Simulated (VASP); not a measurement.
Crystal: Cr.

```
Cr
1.0
     2.71400    0.00000    0.00000
    -1.35700    2.35039    0.00000
     0.00000    0.00000    4.41000
Cr
2
Direct
  0.66667 0.33333 0.75000
  0.33333 0.66667 0.25000
```

This isn't the form of Cr at room conditions, which is bcc.

Base run:

* Program: VASP 6.6.1
* Functional: PBEsol
* Potentials or basis: VASP PAW PBE potentials, release 64 (Cr_pv)
* Cutoff: 520 eV
* k mesh: 11 × 11 × 6
* Occupations: fermi-dirac, width 0.05 eV
* Spin: collinear spin, ferromagnetic start
* Starting moments: [4.5, 4.5] μB

Its results: pressure -32.2 GPa.

Problem. The run is repeated on the same cell with these changes: spin from collinear spin, ferromagnetic start to no spin polarisation; further incar settings from ALGO = Normal; EDIFF = 1e-07; NBANDS = 23 to ALGO = Normal; EDIFF = 1e-06; NBANDS = 19. What comes out?

Solution. Pressure -34.2 GPa.

Caveats: the PAW data sets were made with another functional, which shifts forces and pressure a little; the cell stands under tension (at least some runs); an empty level that is flat over the whole mesh can mark a ghost state of the potentials, or a narrow d or f band (at least some runs); the stress differs along the axes, from -37 to -28 GPa (at least some runs).
